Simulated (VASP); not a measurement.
K3H:

```xyz
4
Lattice="5.1418 0.0000 0.0000 -2.5709 4.4529 0.0000 0.0000 0.0000 4.5216" Properties=species:S:1:pos:R:3 pbc="T T T"
K     0.0000    2.9686    2.2608
K     2.5709    1.4843    2.2608
K     0.0000    0.0000    2.2608
H     0.0000    0.0000    0.0000
```

- Program: VASP 6.6.1
- Task: relaxation of cell and atoms
- Functional: PBE
- Potentials or basis: VASP PAW PBE potentials, release 64 (K_sv, H)
- Cutoff: 600 eV
- k mesh: 6 × 6 × 4
- Occupations: gaussian, width 0.1 eV
- Spin: no spin polarisation

At the start: pressure 13.0 GPa; volume 25.88 Å³/atom.

**Question.** Where does the relaxation end?

**Answer.** Over 9 steps the energy falls by 1094.4 meV/atom and the volume is 64.03 Å³/atom (+147.4 %); space group P6/mmm (No. 191, to 0.05 Å).

The path:
```
step  energy change (eV)  largest force (eV/Å)  pressure (GPa)  volume (Å³)
   1              0.0000                0.0000           12.98       103.53
   2             -2.8673                0.0000            5.66       137.01
   3             -3.8957                0.0000            2.58       171.26
   4             -4.1546                0.0000            0.77       248.96
   5             -4.2032                0.0000            0.92       231.42
   6             -4.2108                0.0000            1.00       224.39
   7             -4.3605                0.0000            0.25       245.08
   8             -4.3764                0.0000            0.04       253.44
   9             -4.3775                0.0000           -0.01       256.12
```

Final structure:
```cif
data_structure
_symmetry_space_group_name_H-M 'P 1'
_symmetry_Int_Tables_number 1
_cell_length_a 7.9242
_cell_length_b 7.9242
_cell_length_c 4.7097
_cell_angle_alpha 90.000
_cell_angle_beta 90.000
_cell_angle_gamma 120.000
_cell_volume 256.12
loop_
_atom_site_label
_atom_site_type_symbol
_atom_site_fract_x
_atom_site_fract_y
_atom_site_fract_z
_atom_site_occupancy
K1 K 0.33333 0.66667 0.50000 1
K2 K 0.66667 0.33333 0.50000 1
K3 K 0.00000 0.00000 0.50000 1
H1 H 0.00000 0.00000 0.00000 1
```

Caveat: the volume moved by over 15 % at a fixed basis, so the end points are rough.
